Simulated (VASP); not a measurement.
A run of VASP 6.6.1 is set up as follows.

POSCAR

```
Rh
1.0
    2.7309790422      0.0000000000      0.0000000000
   -1.3654895211      2.3650972278      0.0000000000
    0.0000000000      0.0000000000      4.4284890000
Rh
2
Direct
    0.3333333333      0.6666666667      0.2500000000
    0.6666666667      0.3333333333      0.7500000000
```

The input INCAR.step1:

```
ALGO = Normal ; EDIFF = 1E-4
ENCUT = 520 ; GGA = PE
ISMEAR = -1 ; LASPH = T
LCHARG = F ; LREAL = F
LWAVE = T ; NBANDS = 22
NELM = 60 ; PREC = Accurate
SIGMA = 0.05
```

Contents of INCAR.step2:

```
ALGO = Normal ; EDIFF = 1E-6
ENCUT = 520 ; ISIF = 2
ISMEAR = -1 ; ISTART = 1
LASPH = T ; LCHARG = F
LMIXTAU = T ; LREAL = F
LWAVE = F ; METAGGA = R2SCAN
NBANDS = 22 ; NELM = 60
PREC = Accurate ; SIGMA = 0.05
```

File KPOINTS:

```
k-points
0
Gamma
  11 11 6
```

Potentials or basis: VASP PAW PBE potentials, release 64 (Rh_pv).

The run is started by

```bash
$ cat potpaw_PBE.64/Rh_pv/POTCAR > POTCAR
$ cp INCAR.step1 INCAR
$ mpirun -np 1 vasp_std > vasp.out
$ cp INCAR.step2 INCAR
$ mpirun -np 1 vasp_std > vasp.out
```

Problem. Estimate the pressure.

Solution. -8.7 GPa.

Problem. What does it give for the band gap on the k mesh?

Solution. Zero (band 15 reaches 11.70 eV, above the bottom of band 16 at 9.42 eV).

Stress tensor (GPa, compression positive):
```
-8.19  0.00  0.00
 0.00 -8.19  0.00
 0.00  0.00 -9.63
```

Caveat: the PAW data sets were made with another functional, which shifts forces and pressure a little.
